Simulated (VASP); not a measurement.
# Mg6O5 (a cell with a defect): single point with PBEsol

Mg6O5 (a cell with a defect):

```
CELL_PARAMETERS angstrom
5.59086 0.00000 0.00000
0.00000 5.59086 0.00000
0.00000 0.00000 5.59086
ATOMIC_POSITIONS crystal
Mg 0.25000 0.00000 0.50000
Mg 0.00000 0.50000 0.25000
Mg 0.50000 0.75000 0.00000
Mg 0.75000 0.00000 0.50000
Mg 0.00000 0.50000 0.75000
Mg 0.50000 0.25000 0.00000
O 0.50000 0.00000 0.25000
O 0.00000 0.75000 0.50000
O 0.87500 0.46870 0.00000
O 0.50000 0.00000 0.75000
O 0.00000 0.25000 0.50000
```

This cell differs from its parent crystal: atoms taken out, atom 9 moved 0.250 of the way to it and -0.175 Å across, host rigid.

```yaml
Program: VASP 6.6.1
Task: single point
Functional: PBEsol
Potentials_or_basis: VASP PAW PBE potentials, release 64 (Mg, O)
Cutoff: 520 eV
k_mesh: 4 × 4 × 4
Occupations: gaussian, width 0.05 eV
Spin: no spin polarisation
```

The pressure is 9.0 GPa and the largest force is 10.321 eV/Å. The band gap on the k mesh is 0.52 eV.

Forces on the atoms (eV/Å):
```
Mg   -0.110   0.045   0.000
Mg    4.535   0.797   8.767
Mg    0.153   0.296   0.000
Mg    0.143   0.120   0.000
Mg    4.535   0.797  -8.767
Mg    0.680  -0.164   0.000
O     0.158  -0.047  -0.176
O    -0.124   0.042   0.000
O   -10.166  -1.780   0.000
O     0.158  -0.047   0.176
O     0.038  -0.058   0.000
```

Stress tensor (GPa, compression positive):
```
 3.33  1.26  0.00
 1.26  0.87  0.00
 0.00  0.00 22.66
```

Levels at points of the mesh, in eV from the valence-band top:
```
           k point  band 19  band 20  band 21  band 22  band 23  band 24
(0.00, 0.00, 0.00)    -2.80    -2.57    -2.18     2.09     2.78     2.99
(0.50, 0.00, 0.00)    -2.80    -2.57    -0.66     1.06     2.36     3.56
(0.00, 0.50, 0.00)    -3.25    -2.80    -1.04     1.20     3.15     3.39
(0.00, 0.00, 0.50)    -3.20    -2.57    -1.30     0.52     2.79     3.83
(0.50, 0.50, 0.00)    -3.22    -2.80    -0.28     1.66     1.95     3.11
(0.00, 0.50, 0.50)    -3.40    -3.15    -0.78     1.54     2.17     2.96
(0.50, 0.00, 0.50)    -3.19    -2.57    -0.45     1.28     2.02     3.28
(0.50, 0.50, 0.50)    -3.50    -3.38     0.00     1.91     2.25     2.53
```

It took 6.2 min on 1 thread of Intel Xeon 8259CL (shared host), peak memory 0.33 GiB.

Caveat: the cell differs from its parent crystal (atoms taken out, atom 9 moved 0.250 of the way to it and -0.175 Å across, host rigid); semilocal functionals underestimate gaps, and a narrow one can read as zero; the PAW data sets were made with another functional, which shifts forces and pressure a little.
